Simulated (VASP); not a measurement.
Set up this calculation in VASP 6.6.1, as the native input.

| Quantity | Value |
| --- | --- |
| Task | single point |
| Functional | PBE |
| Potentials or basis | VASP PAW PBE potentials, release 64 (H) |
| Cutoff | 520 eV |
| k mesh | 8 × 8 × 4 |
| Occupations | gaussian, width 0.02 eV |
| Spin | no spin polarisation |
| Dipole correction | no |
| Further INCAR settings | ALGO = Normal; EDIFF = 1e-06; NBANDS = 10 |

The structure of H lies in POSCAR:

```
H
1.0
    1.8085467845     -2.9041557625      0.0000000000
    1.8085467845      2.9041557625      0.0000000000
    0.0000000000      0.0000000000      6.9125827670
H
4
Direct
    0.5530013786      0.4469986214      0.9689102578
    0.4469986214      0.5530013786      0.0310897422
    0.4469986214      0.5530013786      0.4689102578
    0.5530013786      0.4469986214      0.5310897422
```

This cell differs from its parent crystal: volume scaled by 1.06, then relaxed in part.

These files were run (other wordings do the same):

INCAR

```
SYSTEM = H
ALGO = Normal
EDIFF = 1E-6
ENCUT = 520
GGA = PE
ISIF = 2
ISMEAR = 0
LASPH = .True.
LCHARG = .True.
LELF = .True.
LREAL = .False.
LVHAR = .True.
LWAVE = .False.
NBANDS = 10
NELM = 60
PREC = Accurate
SIGMA = 0.02
```

KPOINTS

```
k-points
0
Gamma
  8 8 4
  0 0 0
```

Potentials or basis: VASP PAW PBE potentials, release 64 (H).

Command:

```console
$ cat potpaw_PBE.64/H/POTCAR > POTCAR
$ mpirun -np 1 vasp_std > vasp.out
```

Results of the run:

```yaml
Pressure: -0.2 GPa
Largest_force: 0.019 eV/Å
Band_gap_on_the_k_mesh: 8.88 eV, indirect (least direct gap 9.02 eV)
```

Wall time 38 s on 1 thread of AMD EPYC 7R43 64-Core Processor (Zen 3), with other jobs on the host, peak memory 0.16 GiB.
